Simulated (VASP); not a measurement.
# Y (P6_3/mmc) in VASP: further runs

Runs on Y. Level: PBE. Tasks: electric field gradients.

All numbers are computed with VASP 6.6.1; they aren't measurements. Logs are shortened: lines on timing, memory, paths and dates and some standing lists are left out, and cuts for length are marked.

## Step 1: The cell of the first run

The structure is hexagonal, space group P6_3/mmc (No. 194). The conventional cell has a = 3.505 Å, b = 3.505 Å, c = 5.747 Å, α = 90.00°, β = 90.00°, γ = 120.00°. Y (site symmetry -6m2) has 12 Y at 3.51 Å within 4.6 Å.

## Step 2: Electric field gradients, PBE (x and y stretched by -4 %, z held)

Input file INCAR:

```
ALGO     = Normal         # electronic algorithm
EDIFF    = 1E-8           # SCF threshold, eV
ENCUT    = 520            # plane-wave cutoff, eV
GGA      = PE             # functional
ISIF     = 2              # what is computed and relaxed
ISMEAR   = -1             # smearing method
LASPH    = T              # aspherical terms in the spheres
LCHARG   = F              # write CHGCAR
LEFG     = T            
LREAL    = F              # projectors in reciprocal space
LWAVE    = F              # write WAVECAR
NBANDS   = 18             # bands
NELM     = 80             # most SCF steps
PREC     = Accurate       # precision mode
SIGMA    = 0.08           # smearing width, eV
```

Input file KPOINTS:

```
k-points
0
Gamma
  12 12 7
```

Input file POSCAR:

```
Y
1.0
    3.5054392676      0.0000000000      0.0000000000
   -1.7527196338      3.0357994572      0.0000000000
    0.0000000000      0.0000000000      5.7474000000
Y
2
Direct
    0.3333333333      0.6666666667      0.2500000000
    0.6666666667      0.3333333333      0.7500000000
```

Potentials or basis: VASP PAW PBE potentials, release 64 (Y_sv).

Run with:

```sh
$ cat potpaw_PBE.64/Y_sv/POTCAR > POTCAR
$ mpirun -np 1 vasp_std > vasp.out
```

OUTCAR:

```text
EDIFF = 1E-8
   ENCUT = 520
   GGA = PE
   ISIF = 2
   ISMEAR = -1
   LASPH = T
   LREAL = F
   NELM = 80
   PREC = Accurate

 ion  position               nearest neighbor table
   1  0.333  0.667  0.250-   2 3.51   2 3.51   2 3.51   2 3.51   2 3.51   2 3.51
   2  0.667  0.333  0.750-   1 3.51   1 3.51   1 3.51   1 3.51   1 3.51   1 3.51

  LATTYP: Found a hexagonal cell.
 ALAT       =     3.5054392676
 C/A-ratio  =     1.6395662744

  Lattice vectors:

 A1 = (   3.5054392676,   0.0000000000,   0.0000000000)
 A2 = (  -1.7527196338,   3.0357994572,   0.0000000000)
 A3 = (   0.0000000000,   0.0000000000,   5.7474000000)

Analysis of symmetry for initial positions (statically):
=====================================================================
 Subroutine PRICEL returns:
 Original cell was already a primitive cell.

 Routine SETGRP: Setting up the symmetry group for a
 hexagonal supercell.

 Subroutine GETGRP returns: Found 24 space group operations
 (whereof 12 operations were pure point group operations)
 out of a pool of 24 trial point group operations.

The static configuration has the point symmetry D_3d.
 The point group associated with its full space group is D_6h.

Analysis of symmetry for dynamics (positions and initial velocities):
=====================================================================
 Subroutine PRICEL returns:
 Original cell was already a primitive cell.

 Routine SETGRP: Setting up the symmetry group for a
 hexagonal supercell.

 Subroutine GETGRP returns: Found 24 space group operations
 (whereof 12 operations were pure point group operations)
 out of a pool of 24 trial point group operations.

The dynamic configuration has the point symmetry D_3d.
 The point group associated with its full space group is D_6h.

 Subroutine INISYM returns: Found 24 space group operations
 (whereof 12 operations are pure point group operations),
 and found     1 'primitive' translations

----------------------------------------------------------------------------------------

                                     Primitive cell

  volume of cell :      61.1627

  direct lattice vectors                    reciprocal lattice vectors
     3.505439268  0.000000000  0.000000000     0.285270953  0.164701261  0.000000000
    -1.752719634  3.035799457  0.000000000     0.000000000  0.329402523  0.000000000
     0.000000000  0.000000000  5.747400000     0.000000000  0.000000000  0.173991718

  length of vectors
     3.505439268  3.505439268  5.747400000     0.329402523  0.329402523  0.173991718

  position of ions in fractional coordinates (direct lattice)
     0.333333333  0.666666667  0.250000000
     0.666666667  0.333333333  0.750000000

  ion indices of the primitive-cell ions
   primitive index   ion index
                 1           1
                 2           2

----------------------------------------------------------------------------------------

 KPOINTS: k-points

Automatic generation of k-mesh.
 Grid dimensions read from file:
 generate k-points for:   12   12    7

 Generating k-lattice:

  Cartesian coordinates                     Fractional coordinates (reciprocal lattice)
     0.023772579  0.013725105  0.000000000     0.083333333  0.000000000  0.000000000
     0.000000000  0.027450210  0.000000000     0.000000000  0.083333333  0.000000000
     0.000000000  0.000000000  0.024855960     0.000000000  0.000000000  0.142857143

  Length of vectors
     0.027450210  0.027450210  0.024855960

  Shift w.r.t. Gamma in fractional coordinates (k-lattice)
     0.000000000  0.000000000  0.000000000

 Subroutine IBZKPT returns following result:
 ===========================================

 Found     76 irreducible k-points:

 Following reciprocal coordinates:
            Coordinates               Weight
  0.000000  0.000000  0.000000      1.000000
  0.083333  0.000000  0.000000      6.000000
  0.166667  0.000000  0.000000      6.000000
  0.250000  0.000000  0.000000      6.000000
  0.333333  0.000000  0.000000      6.000000
  0.416667  0.000000  0.000000      6.000000
[... 16 lines left out ...]
  0.250000  0.000000  0.142857     12.000000
  0.333333  0.000000  0.142857     12.000000
 [... further k-points ...]
   k-points           NKPTS =     76   k-points in BZ     NKDIM =     76   number of bands    NBANDS=     18
   number of dos      NEDOS =    301   number of ions     NIONS =      2
   total plane-waves  NPLWV =  37632
   dimension x,y,z NGX =    28 NGY =   28 NGZ =   48
   dimension x,y,z NGXF=    56 NGYF=   56 NGZF=   96
   ions per type =               2
   NGX,Y,Z   is equivalent  to a cutoff of  13.28, 13.28, 13.88 a.u.
   NGXF,Y,Z  is equivalent  to a cutoff of  26.56, 26.56, 27.77 a.u.
 SYSTEM =  unknown system
   PREC   = accura    normal or accurate (medium, high low for compatibility)
   ISTART =      0    job   : 0-new  1-cont  2-samecut
   ICHARG =      2    charge: 1-file 2-atom 10-const
   ISPIN  =      1    spin polarized calculation?
   LNONCOLLINEAR =      F non collinear calculations
   LSORBIT =      F    spin-orbit coupling
   LASPH  =      T    aspherical Exc in radial PAW
   ENCUT  =  520.0 eV  38.22 Ry    6.18 a.u.   6.52  6.52 10.69*2*pi/ulx,y,z
   NELM   =     80;   NELMIN=  2; NELMDL= -5     # of ELM steps
   EDIFF  = 0.1E-07   stopping-criterion for ELM
   LREAL  =      F    real-space projection
   EDIFFG = 0.1E-06   stopping-criterion for IOM
   NSW    =      0    number of steps for IOM
   IBRION =     -1    ionic relax: 0-MD 1-quasi-New 2-CG
   NFREE  =      0    steps in history (QN), initial steepest desc. (CG)
   ISIF   =      2    stress and relaxation
   ISYM   =      2    0-nonsym 1-usesym 2-fastsym
   POTIM  = 0.5000    time-step for ionic-motion
   TEBEG  =    0.0;   TEEND  =   0.0 temperature during run
   PSTRESS=    0.0 pullay stress
   NELECT =      22.0000    total number of electrons
   NUPDOWN=      -1.0000    fix difference up-down
   EMIN   =  10.00;   EMAX   =-10.00  energy-range for DOS
   EFERMI =   0.00;   METHOD = LEGACY
   ISMEAR =    -1;   SIGMA  =   0.08  broadening in eV -4-tet -1-fermi 0-gaus
   EFERMI_NEDOS =   21; number of points for ismear=-14 and -15
   IALGO  =     38    algorithm
   IMIX   =      4    mixing-type and parameters
     AMIX     =   0.40;   BMIX     =  1.00
     AMIX_MAG =   1.60;   BMIX_MAG =  1.00
  volume/ion in A,a.u.               =      30.58       206.37
  Fermi-wavevector in a.u.,A,eV,Ry     =   1.164269  2.200150 18.443007  1.355523
  Thomas-Fermi vector in A             =   2.300809
   LORBIT       =      0    0 simple, 1 ext, 2 COOP (PROOUT), +10 PAW based schemes
   GGA     = PE    functional components
   LHFCALC =     F    Hartree Fock is set to
   AEXX    =    0.0000 exact exchange contribution
   IVDW    =     0    specifies the selected vdW correction
   LEPSILON=     F    determine dielectric tensor
   LRPA    =     F    only Hartree local field effects (RPA)
 non-spin polarized calculation
  energy-cutoff  :      520.00
  volume of cell :       61.16
 maximum number of plane-waves:      1681
 NGX is ok and might be reduce to    28
   NGX = 13   NGY = 13   NGZ = 21

 number of electron      22.0000001 magnetization

 Free energy of the ion-electron system (eV)
  ---------------------------------------------------
  ext. energy  EPLUGINS =         0.00000000
  ---------------------------------------------------
  free energy    TOTEN  =       -12.84542564 eV

  energy without entropy =      -12.76321278  energy(sigma->0) =      -12.80431921

 E-fermi :   3.3750     XC(G=0):  -9.7052

 val. band max:        3.3597634434   @ k =   0.5000   0.0000   0.4286
 cond. band min:       3.3778071149   @ k =   0.2500   0.2500   0.4286
 fundamental gap:      0.0180436715
 Fermi energy:         3.3749513358

 k-point     1 :       0.0000    0.0000    0.0000
  band No.  band energies     occupation
      1     -39.1489      2.00000
      2     -39.0652      2.00000
      3     -19.4841      2.00000
      4     -18.8814      2.00000
      5     -18.8814      2.00000
      6     -18.7971      2.00000
[... 10 lines left out ...]
     17       6.5697      0.00000
     18       6.5697      0.00000
[... 463 lines left out ...]
 k-point    24 :       0.3333    0.0000    0.1429
  band No.  band energies     occupation
      1     -39.0858      2.00000
      2     -39.0424      2.00000
      3     -19.3436      2.00000
      4     -19.2345      2.00000
      5     -19.1870      2.00000
      6     -18.9941      2.00000
[... 10 lines left out ...]
     17       7.5021      0.00000
     18       7.8455      0.00000

 [... further k-points ...]

------------------------ aborting loop because EDIFF is reached ----------------------------------------

  FORCE on cell =-STRESS in cart. coord.  units (eV):
  Direction    XX          YY          ZZ          XY          YZ          ZX
  --------------------------------------------------------------------------------------
  -------------------------------------------------------------------------------------
  Total        1.5481275      1.5481275      0.4631379      0.0000000     -0.0000000      0.0000000
  in kB       40.5536873     40.5536873     12.1320427      0.0000000     -0.0000000      0.0000000
  external PRESSURE =      31.0798058 kB  Pullay stress =       0.0000000 kB

 VOLUME and BASIS-vectors are now :
 -----------------------------------------------------------------------------
  energy-cutoff  :      520.00
  volume of cell :       61.16
      direct lattice vectors                 reciprocal lattice vectors
     3.505439268  0.000000000  0.000000000     0.285270953  0.164701261  0.000000000
    -1.752719634  3.035799457  0.000000000     0.000000000  0.329402523  0.000000000
     0.000000000  0.000000000  5.747400000     0.000000000  0.000000000  0.173991718

 POSITION                                       TOTAL-FORCE (eV/Angst)
 -----------------------------------------------------------------------------------
     -0.00000      2.02387      1.43685        -0.000000      0.000000      0.000000
      1.75272      1.01193      4.31055         0.000000     -0.000000      0.000000
 -----------------------------------------------------------------------------------
    total drift:                               -0.000000      0.000000     -0.000000

  FREE ENERGIE OF THE ION-ELECTRON SYSTEM (eV)
  ---------------------------------------------------
  free  energy   TOTEN  =       -12.8454256356 eV

  energy  without entropy=      -12.7632127802  energy(sigma->0) =      -12.80431921

 Electric field gradients (V/A^2)
---------------------------------------------------------------------
 ion       V_xx      V_yy      V_zz      V_xy      V_xz      V_yz
---------------------------------------------------------------------
   1      -4.793    -4.793     9.586     0.000     0.000    -0.000
   2      -4.793    -4.793     9.586     0.000    -0.000     0.000
---------------------------------------------------------------------

 Electric field gradients after diagonalization (V/A^2)
 (convention: |V_zz| > |V_xx| > |V_yy|)
----------------------------------------------------------------------
 ion       V_xx      V_yy      V_zz     asymmetry (V_yy - V_xx)/ V_zz
----------------------------------------------------------------------
   1      -4.793    -4.793     9.586       0.000
   2      -4.793    -4.793     9.586       0.000
----------------------------------------------------------------------

           NMR quadrupolar parameters

 Cq : quadrupolar parameter    Cq=e*Q*V_zz/h
 eta: asymmetry parameters     (V_yy - V_xx)/ V_zz
 Q  : nuclear electric quadrupole moment in mb (millibarn)
----------------------------------------------------------------------
 ion       Cq(MHz)       eta       Q (mb)
----------------------------------------------------------------------
   1       0.023       0.000       1.000
   2       0.023       0.000       1.000
----------------------------------------------------------------------
```

Run time: 50 s. Hardware: 1 thread of Intel Xeon 6975P-C (Granite Rapids), shared host; peak memory 0.23 GiB.

What came out:

- Free energy: -12.8454 eV
- Pressure: 3.1 GPa
- Band gap on the k mesh: zero (band 11 reaches 4.18 eV, above the bottom of band 12 at 3.01 eV)

Electric field gradients, principal values (V/Å²):
```tsv
atom	least	middle	greatest (by size)
1 Y	-4.793	-4.793	9.586
2 Y	-4.793	-4.793	9.586
```

Caveat: the cell differs from its parent crystal (x and y stretched by -4 %, z held); without QUAD_EFG the Cq values of the log hold for a quadrupole moment of 1 mb, not for the nuclei.

## Step 3: Electric field gradients, PBE (z stretched by -1.5 % at fixed volume)

Input file INCAR:

```
SYSTEM = Y
ALGO = Normal
EDIFF = 1E-8
ENCUT = 520
GGA = PE
ISIF = 2
ISMEAR = -1
LASPH = .TRUE.
LCHARG = .FALSE.
LEFG = .TRUE.
LREAL = .FALSE.
LWAVE = .FALSE.
NBANDS = 18
NELM = 80
PREC = Accurate
SIGMA = 0.08
```

Input file KPOINTS:

```
k-points
0
G
  12 12 7
  0 0 0
```

Input file POSCAR:

```
Y
1.0
    3.6791974790      0.0000000000      0.0000000000
   -1.8395987394      3.1862784823      0.0000000000
    0.0000000000      0.0000000000      5.6611890000
Y
2
Direct
    0.3333333333      0.6666666667      0.2500000000
    0.6666666667      0.3333333333      0.7500000000
```

Potentials or basis: VASP PAW PBE potentials, release 64 (Y_sv).

Run with:

```sh
$ cat potpaw_PBE.64/Y_sv/POTCAR > POTCAR
$ mpirun -np 1 vasp_std > vasp.out
```

OUTCAR:

```text
SYSTEM = Y
   EDIFF = 1E-8
   ENCUT = 520
   GGA = PE
   ISIF = 2
   ISMEAR = -1
   LASPH = .TRUE.
   LREAL = .FALSE.
   NELM = 80
   PREC = Accurate

 ion  position               nearest neighbor table
   1  0.333  0.667  0.250-   2 3.54   2 3.54   2 3.54   2 3.54   2 3.54   2 3.54
   2  0.667  0.333  0.750-   1 3.54   1 3.54   1 3.54   1 3.54   1 3.54   1 3.54

  LATTYP: Found a hexagonal cell.
 ALAT       =     3.6791974790
 C/A-ratio  =     1.5387021306

  Lattice vectors:

 A1 = (   3.6791974790,   0.0000000000,   0.0000000000)
 A2 = (  -1.8395987394,   3.1862784823,   0.0000000000)
 A3 = (   0.0000000000,   0.0000000000,   5.6611890000)
[... 718 lines left out ...]
  free  energy   TOTEN  =       -12.9043207225 eV

  energy  without entropy=      -12.8237870718  energy(sigma->0) =      -12.86405390

 Electric field gradients (V/A^2)
---------------------------------------------------------------------
 ion       V_xx      V_yy      V_zz      V_xy      V_xz      V_yz
---------------------------------------------------------------------
   1     -16.581   -16.581    33.163    -0.000     0.000    -0.000
   2     -16.581   -16.581    33.163    -0.000    -0.000     0.000
---------------------------------------------------------------------

 Electric field gradients after diagonalization (V/A^2)
 (convention: |V_zz| > |V_xx| > |V_yy|)
----------------------------------------------------------------------
 ion       V_xx      V_yy      V_zz     asymmetry (V_yy - V_xx)/ V_zz
----------------------------------------------------------------------
   1     -16.581   -16.581    33.163       0.000
   2     -16.581   -16.581    33.163       0.000
----------------------------------------------------------------------

           NMR quadrupolar parameters

 Cq : quadrupolar parameter    Cq=e*Q*V_zz/h
 eta: asymmetry parameters     (V_yy - V_xx)/ V_zz
 Q  : nuclear electric quadrupole moment in mb (millibarn)
----------------------------------------------------------------------
 ion       Cq(MHz)       eta       Q (mb)
----------------------------------------------------------------------
   1       0.080       0.000       1.000
   2       0.080       0.000       1.000
----------------------------------------------------------------------
```

OSZICAR:

```text
N       E                     dE             d eps       ncg     rms          rms(c)
DAV:   1     0.891009598787E+02    0.89101E+02   -0.11283E+04  2752   0.116E+03
DAV:   2    -0.590017000404E+01   -0.95001E+02   -0.93426E+02  3442   0.259E+02
DAV:   3    -0.130868190571E+02   -0.71866E+01   -0.71364E+01  4726   0.431E+01
DAV:   4    -0.133034156279E+02   -0.21660E+00   -0.21640E+00  3402   0.737E+00
DAV:   5    -0.133091382430E+02   -0.57226E-02   -0.57204E-02  3982   0.929E-01    0.328E+01
DAV:   6    -0.129730901186E+02    0.33605E+00   -0.43351E-01  3016   0.398E+00    0.203E+01
DAV:   7    -0.129158503997E+02    0.57240E-01   -0.85109E-01  3554   0.516E+00    0.183E+00
DAV:   8    -0.129053345294E+02    0.10516E-01   -0.16782E-01  3408   0.229E+00    0.135E+00
DAV:   9    -0.129042359419E+02    0.10986E-02   -0.39095E-03  3824   0.384E-01    0.402E-01
DAV:  10    -0.129044101473E+02   -0.17421E-03   -0.20211E-03  2974   0.395E-01    0.387E-01
DAV:  11    -0.129043253278E+02    0.84819E-04   -0.16098E-04  3312   0.109E-01    0.575E-02
DAV:  12    -0.129043189438E+02    0.63840E-05   -0.29818E-05  3088   0.456E-02    0.139E-02
DAV:  13    -0.129043206606E+02   -0.17167E-05   -0.40194E-06  3272   0.162E-02    0.279E-03
DAV:  14    -0.129043207633E+02   -0.10274E-06   -0.12608E-07  4168   0.226E-03    0.455E-04
DAV:  15    -0.129043207444E+02    0.18891E-07   -0.40621E-09  1988   0.401E-04    0.296E-04
DAV:  16    -0.129043207294E+02    0.15022E-07   -0.93194E-10  1660   0.237E-04    0.593E-05
DAV:  17    -0.129043207225E+02    0.69263E-08   -0.31742E-10  1638   0.129E-04
   1 F= -.12904321E+02 E0= -.12864054E+02  d E =-.805337E-01
```

stdout:

```text
POSCAR found type information on POSCAR Y
 POSCAR found :  1 types and       2 ions
 scaLAPACK will be used
 LDA part: xc-table for (Slater+PW92), standard interpolation
 POSCAR, INCAR and KPOINTS ok, starting setup
 FFT: planning ... GRIDC
 FFT: planning ... GRID_SOFT
 FFT: planning ... GRID
 WAVECAR not read
 entering main loop
ion   1

ion   2
```

Run time: 44 s. Hardware: 1 thread of Intel Xeon 6975P-C (Granite Rapids), shared host; peak memory 0.24 GiB.

What came out:

```yaml
Free_energy: -12.9043 eV
Pressure: -0.4 GPa
Band_gap_on_the_k_mesh: zero (band 11 reaches 3.93 eV, above the bottom of band 12 at 2.47 eV)
```

Electric field gradients, principal values (V/Å²):
| atom | least | middle | greatest (by size) |
| --- | --- | --- | --- |
| 1 Y | -16.581 | -16.581 | 33.163 |
| 2 Y | -16.581 | -16.581 | 33.163 |

Caveat: without QUAD_EFG the Cq values of the log hold for a quadrupole moment of 1 mb, not for the nuclei.
